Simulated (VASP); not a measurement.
## SnSe2: single point with r2SCAN

Crystal: SnSe2.

```
Sn Se
1.0
     3.77167    0.00000    0.00000
    -1.88584    3.26636    0.00000
     0.00000    0.00000    5.82685
Sn Se
1 2
Direct
  0.00000 0.00000 0.00000
  0.66667 0.33333 0.73055
  0.33333 0.66667 0.26945
```

- Program: VASP 6.6.1
- Task: single point
- Functional: r2SCAN
- Potentials or basis: VASP PAW PBE potentials, release 64 (Sn_d, Se)
- Cutoff: 520 eV
- k mesh: 8 × 8 × 5
- Occupations: fermi-dirac, width 0.05 eV
- Spin: no spin polarisation

| Item | Value |
| --- | --- |
| Pressure | 5.1 GPa |
| Largest force | 0.016 eV/Å |
| Band gap on the k mesh | 0.74 eV, indirect (least direct gap 1.37 eV) |

Forces in eV/Å, atoms in the order of the input:
```
Sn   0.000  0.000  0.000
Se   0.000  0.000 -0.016
Se   0.000  0.000  0.016
```

Levels at points of the mesh, in eV from the valence-band top:
| k point | band 11 | band 12 | band 13 | band 14 | band 15 | band 16 |
| --- | --- | --- | --- | --- | --- | --- |
| (0.00, 0.00, 0.00) | -0.74 | -0.74 | -0.07 | 1.31 | 3.36 | 4.93 |
| (0.50, 0.00, 0.00) | -3.08 | -1.99 | -0.48 | 1.43 | 3.97 | 5.23 |

It took 3.3 min on 1 thread of Intel(R) Xeon(R) 6975P-C (Granite Rapids), on a shared host, peak memory 0.22 GiB.

Caveat: the PAW data sets were made with another functional, which shifts forces and pressure a little; spin-orbit coupling is left out, which moves the levels of the heavy elements. A k mesh can miss the band edges.
